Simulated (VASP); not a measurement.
# PtSe2 (R-3m) in VASP: single point with PBE

Aim: the single point of PtSe2 with PBE.

All numbers are computed with VASP 6.6.1; they aren't measurements. Logs are shortened: lines on timing, memory, paths and dates and some standing lists are left out, and cuts for length are marked.

### Step 1. The cell of the first run

The structure is trigonal, space group R-3m (No. 166). The conventional cell has a = 3.691 Å, b = 3.691 Å, c = 17.282 Å, α = 90.00°, β = 90.00°, γ = 120.00°. Within 3.3 Å of Pt (site symmetry -3m) lie 6 Se at 2.51 Å. Se (site symmetry 3m) has 3 Pt at 2.51 Å within 3.3 Å.

### Step 2. Single point, PBE

Contents of INCAR:

```
ALGO = Normal
EDIFF = 1E-6
ENCUT = 520
GGA = PE
ISIF = 2
ISMEAR = 0
LASPH = True
LCHARG = False
LREAL = False
LWAVE = False
NBANDS = 18
NELM = 80
PREC = Accurate
SIGMA = 0.01
```

Contents of KPOINTS:

```
k-points
0
Gamma
  6 6 6
```

Contents of POSCAR:

```
PtSe2
1.0
    1.8457016930      1.0656163692      5.7607123441
   -1.8457016930      1.0656163692      5.7607123441
    0.0000000000     -2.1312327387      5.7607123440
Pt Se
1 2
Direct
    0.0000000000      0.0000000000      0.0000000000
    0.2567812156      0.2567812156      0.2567812156
    0.7432187844      0.7432187844      0.7432187844
```

Potentials or basis: VASP PAW PBE potentials, release 64 (Pt, Se).

Started as:

```console
> cat potpaw_PBE.64/Pt/POTCAR potpaw_PBE.64/Se/POTCAR > POTCAR
> mpirun -np 1 vasp_std > vasp.out
```

OUTCAR:

```text
EDIFF = 1E-6
   ENCUT = 520
   GGA = PE
   ISIF = 2
   ISMEAR = 0
   LASPH = True
   LREAL = False
   NELM = 80
   PREC = Accurate

 ion  position               nearest neighbor table
   1  0.000  0.000  0.000-   3 2.51   2 2.51   3 2.51   3 2.51   2 2.51   2 2.51
   2  0.257  0.257  0.257-   1 2.51   1 2.51   1 2.51
   3  0.743  0.743  0.743-   1 2.51   1 2.51   1 2.51

  LATTYP: Found a trigonal (rhomboedric) cell.
 ALAT       =     6.1423089875
 COS(alpha) =     0.8194116636

  Lattice vectors:

 A1 = (   1.8457016930,   1.0656163692,   5.7607123441)
 A2 = (  -1.8457016930,   1.0656163692,   5.7607123441)
 A3 = (   0.0000000000,  -2.1312327387,   5.7607123440)

Analysis of symmetry for initial positions (statically):
=====================================================================
 Subroutine PRICEL returns:
 Original cell was already a primitive cell.

 Routine SETGRP: Setting up the symmetry group for a
 trigonal (rhombohedral) supercell.

 Subroutine GETGRP returns: Found 12 space group operations
 (whereof 12 operations were pure point group operations)
 out of a pool of 12 trial point group operations.

The static configuration has the point symmetry D_3d.

Analysis of symmetry for dynamics (positions and initial velocities):
=====================================================================
 Subroutine PRICEL returns:
 Original cell was already a primitive cell.

 Routine SETGRP: Setting up the symmetry group for a
 trigonal (rhombohedral) supercell.

 Subroutine GETGRP returns: Found 12 space group operations
 (whereof 12 operations were pure point group operations)
 out of a pool of 12 trial point group operations.

The dynamic configuration has the point symmetry D_3d.

 Subroutine INISYM returns: Found 12 space group operations
 (whereof 12 operations are pure point group operations),
 and found     1 'primitive' translations

----------------------------------------------------------------------------------------

                                     Primitive cell

  volume of cell :      67.9814

  direct lattice vectors                    reciprocal lattice vectors
     1.845701693  1.065616369  5.760712344     0.270899681  0.156404004  0.057863214
    -1.845701693  1.065616369  5.760712344    -0.270899681  0.156404004  0.057863214
     0.000000000 -2.131232739  5.760712344     0.000000000 -0.312808008  0.057863214

  length of vectors
     6.142308987  6.142308987  6.142308987     0.318114761  0.318114761  0.318114761

  position of ions in fractional coordinates (direct lattice)
     0.000000000  0.000000000  0.000000000
     0.256781216  0.256781216  0.256781216
     0.743218784  0.743218784  0.743218784

  ion indices of the primitive-cell ions
   primitive index   ion index
                 1           1
                 2           2
                 3           3

----------------------------------------------------------------------------------------

 KPOINTS: k-points

Automatic generation of k-mesh.
 Grid dimensions read from file:
 generate k-points for:    6    6    6

 Generating k-lattice:

  Cartesian coordinates                     Fractional coordinates (reciprocal lattice)
     0.045149947  0.026067334  0.009643869     0.166666667 -0.000000000  0.000000000
    -0.045149947  0.026067334  0.009643869    -0.000000000  0.166666667  0.000000000
     0.000000000 -0.052134668  0.009643869     0.000000000  0.000000000  0.166666667

  Length of vectors
     0.053019127  0.053019127  0.053019127

  Shift w.r.t. Gamma in fractional coordinates (k-lattice)
     0.000000000  0.000000000  0.000000000

 Subroutine IBZKPT returns following result:
 ===========================================

 Found     32 irreducible k-points:

 Following reciprocal coordinates:
            Coordinates               Weight
  0.000000  0.000000  0.000000      1.000000
  0.166667 -0.000000  0.000000      6.000000
  0.333333 -0.000000  0.000000      6.000000
  0.500000 -0.000000  0.000000      3.000000
  0.166667  0.166667  0.000000      6.000000
  0.333333  0.166667  0.000000     12.000000
[... 16 lines left out ...]
  0.500000  0.500000  0.166667      6.000000
 -0.333333  0.500000  0.166667     12.000000
 [... further k-points ...]
   k-points           NKPTS =     32   k-points in BZ     NKDIM =     32   number of bands    NBANDS=     18
   number of dos      NEDOS =    301   number of ions     NIONS =      3
   total plane-waves  NPLWV = 110592
   dimension x,y,z NGX =    48 NGY =   48 NGZ =   48
   dimension x,y,z NGXF=    96 NGYF=   96 NGZF=   96
   ions per type =               1   2
   NGX,Y,Z   is equivalent  to a cutoff of  12.99, 12.99, 12.99 a.u.
   NGXF,Y,Z  is equivalent  to a cutoff of  25.98, 25.98, 25.98 a.u.
 SYSTEM =  unknown system
   PREC   = accura    normal or accurate (medium, high low for compatibility)
   ISTART =      0    job   : 0-new  1-cont  2-samecut
   ICHARG =      2    charge: 1-file 2-atom 10-const
   ISPIN  =      1    spin polarized calculation?
   LNONCOLLINEAR =      F non collinear calculations
   LSORBIT =      F    spin-orbit coupling
   LASPH  =      T    aspherical Exc in radial PAW
   ENCUT  =  520.0 eV  38.22 Ry    6.18 a.u.  11.42 11.42 11.42*2*pi/ulx,y,z
   NELM   =     80;   NELMIN=  2; NELMDL= -5     # of ELM steps
   EDIFF  = 0.1E-05   stopping-criterion for ELM
   LREAL  =      F    real-space projection
   EDIFFG = 0.1E-04   stopping-criterion for IOM
   NSW    =      0    number of steps for IOM
   IBRION =     -1    ionic relax: 0-MD 1-quasi-New 2-CG
   NFREE  =      0    steps in history (QN), initial steepest desc. (CG)
   ISIF   =      2    stress and relaxation
   ISYM   =      2    0-nonsym 1-usesym 2-fastsym
   POTIM  = 0.5000    time-step for ionic-motion
   TEBEG  =    0.0;   TEEND  =   0.0 temperature during run
   PSTRESS=    0.0 pullay stress
   NELECT =      22.0000    total number of electrons
   NUPDOWN=      -1.0000    fix difference up-down
   EMIN   =  10.00;   EMAX   =-10.00  energy-range for DOS
   EFERMI =   0.00;   METHOD = LEGACY
   ISMEAR =     0;   SIGMA  =   0.01  broadening in eV -4-tet -1-fermi 0-gaus
   EFERMI_NEDOS =   21; number of points for ismear=-14 and -15
   IALGO  =     38    algorithm
   IMIX   =      4    mixing-type and parameters
     AMIX     =   0.40;   BMIX     =  1.00
     AMIX_MAG =   1.60;   BMIX_MAG =  1.00
  volume/ion in A,a.u.               =      22.66       152.92
  Fermi-wavevector in a.u.,A,eV,Ry     =   1.123964  2.123984 17.188177  1.263295
  Thomas-Fermi vector in A             =   2.260633
   LORBIT       =      0    0 simple, 1 ext, 2 COOP (PROOUT), +10 PAW based schemes
   GGA     = PE    functional components
   LHFCALC =     F    Hartree Fock is set to
   AEXX    =    0.0000 exact exchange contribution
   IVDW    =     0    specifies the selected vdW correction
   LEPSILON=     F    determine dielectric tensor
   LRPA    =     F    only Hartree local field effects (RPA)
 non-spin polarized calculation
 Gauss-broadening in eV      SIGMA  =   0.01
  energy-cutoff  :      520.00
  volume of cell :       67.98
 maximum number of plane-waves:      1845
 NGX is ok and might be reduce to    48
   NGX = 23   NGY = 23   NGZ = 23

 number of electron      22.0000000 magnetization

 Free energy of the ion-electron system (eV)
  ---------------------------------------------------
  ext. energy  EPLUGINS =         0.00000000
  ---------------------------------------------------
  free energy    TOTEN  =       -14.24226857 eV

  energy without entropy =      -14.24226857  energy(sigma->0) =      -14.24226857

 E-fermi :   4.9615     XC(G=0):  -9.9339

 val. band max:        4.8922235579   @ k =   0.0000   0.0000   0.0000
 cond. band min:       5.5828442351   @ k =  -0.3333   0.1667  -0.0000
 fundamental gap:      0.6906206772
 Fermi energy:         4.9614597738

 k-point     1 :       0.0000    0.0000    0.0000
  band No.  band energies     occupation
      1      -9.9593      2.00000
      2      -7.8643      2.00000
      3      -1.4561      2.00000
      4      -0.8859      2.00000
      5      -0.8859      2.00000
      6       1.3592      2.00000
[... 10 lines left out ...]
     17      12.4640      0.00000
     18      15.7164      0.00000

 k-point     2 :       0.1667   -0.0000    0.0000
  band No.  band energies     occupation
      1      -9.6552      2.00000
      2      -7.9178      2.00000
      3      -1.1453      2.00000
      4      -0.7839      2.00000
      5      -0.7232      2.00000
      6       0.8830      2.00000
[... 10 lines left out ...]
     17      13.5534      0.00000
     18      14.3728      0.00000

 k-point     3 :       0.3333   -0.0000    0.0000
  band No.  band energies     occupation
      1      -8.9193      2.00000
      2      -8.0300      2.00000
      3      -1.1409      2.00000
      4      -0.5009      2.00000
      5      -0.3167      2.00000
      6       0.1315      2.00000
[... 10 lines left out ...]
     17      14.2298      0.00000
     18      14.7063      0.00000

 k-point     4 :       0.5000   -0.0000    0.0000
  band No.  band energies     occupation
      1      -8.4250      2.00000
      2      -8.1143      2.00000
      3      -1.8228      2.00000
      4      -0.4822      2.00000
      5      -0.0663      2.00000
      6       0.5759      2.00000
[... 375 lines left out ...]
      4      -0.5789      2.00000
      5       0.1479      2.00000
      6       0.3040      2.00000
[... 10 lines left out ...]
     17      13.5454      0.00000
     18      14.6085      0.00000

 k-point    23 :       0.5000    0.5000    0.1667
  band No.  band energies     occupation
      1      -8.7771      2.00000
      2      -8.1963      2.00000
      3      -1.3008      2.00000
      4      -0.6112      2.00000
      5      -0.4521      2.00000
      6       0.5479      2.00000
[... 10 lines left out ...]
     17      13.6525      0.00000
     18      14.0837      0.00000

 k-point    24 :      -0.3333    0.5000    0.1667
  band No.  band energies     occupation
      1      -8.3467      2.00000
      2      -8.1917      2.00000
      3      -1.5954      2.00000
      4      -0.6474      2.00000
      5      -0.1554      2.00000
      6       0.5734      2.00000
[... 10 lines left out ...]
     17      13.0035      0.00000
     18      14.7705      0.00000

 [... further k-points ...]

------------------------ aborting loop because EDIFF is reached ----------------------------------------

  FORCE on cell =-STRESS in cart. coord.  units (eV):
  Direction    XX          YY          ZZ          XY          YZ          ZX
  --------------------------------------------------------------------------------------
  -------------------------------------------------------------------------------------
  Total        1.7651116      1.7651116      1.1090722      0.0000000      0.0000000      0.0000000
  in kB       41.5999607     41.5999607     26.1384944      0.0000000      0.0000000      0.0000000
  external PRESSURE =      36.4461386 kB  Pullay stress =       0.0000000 kB

 VOLUME and BASIS-vectors are now :
 -----------------------------------------------------------------------------
  energy-cutoff  :      520.00
  volume of cell :       67.98
      direct lattice vectors                 reciprocal lattice vectors
     1.845701693  1.065616369  5.760712344     0.270899681  0.156404004  0.057863214
    -1.845701693  1.065616369  5.760712344    -0.270899681  0.156404004  0.057863214
     0.000000000 -2.131232739  5.760712344     0.000000000 -0.312808008  0.057863214

 POSITION                                       TOTAL-FORCE (eV/Angst)
 -----------------------------------------------------------------------------------
      0.00000      0.00000      0.00000         0.000000      0.000000      0.000000
      0.00000     -0.00000      4.43773         0.000000      0.000000     -0.139240
      0.00000     -0.00000     12.84441         0.000000     -0.000000      0.139240
 -----------------------------------------------------------------------------------
    total drift:                                0.000000     -0.000000      0.000000

  FREE ENERGIE OF THE ION-ELECTRON SYSTEM (eV)
  ---------------------------------------------------
  free  energy   TOTEN  =       -14.2422685669 eV

  energy  without entropy=      -14.2422685669  energy(sigma->0) =      -14.24226857
```

Run time: 2.1 min. Hardware: 1 thread of Intel Xeon 8259CL, shared host; peak memory 0.32 GiB.

What came out:

```
Free energy            : -14.2423 eV
Pressure               : 3.6 GPa
Largest force          : 0.139 eV/Å
Band gap on the k mesh : 0.69 eV, indirect (least direct gap 1.01 eV)
```

Forces on the atoms (eV/Å):
```
Pt   0.000  0.000  0.000
Se   0.000  0.000 -0.139
Se   0.000  0.000  0.139
```

Stress tensor (GPa, compression positive):
```
4.16 0.00 0.00
0.00 4.16 0.00
0.00 0.00 2.61
```

Caveat: spin-orbit coupling is left out, which moves the levels of the heavy elements. Expect the measured gap to be larger: semilocal functionals such as PBE lack the derivative discontinuity.
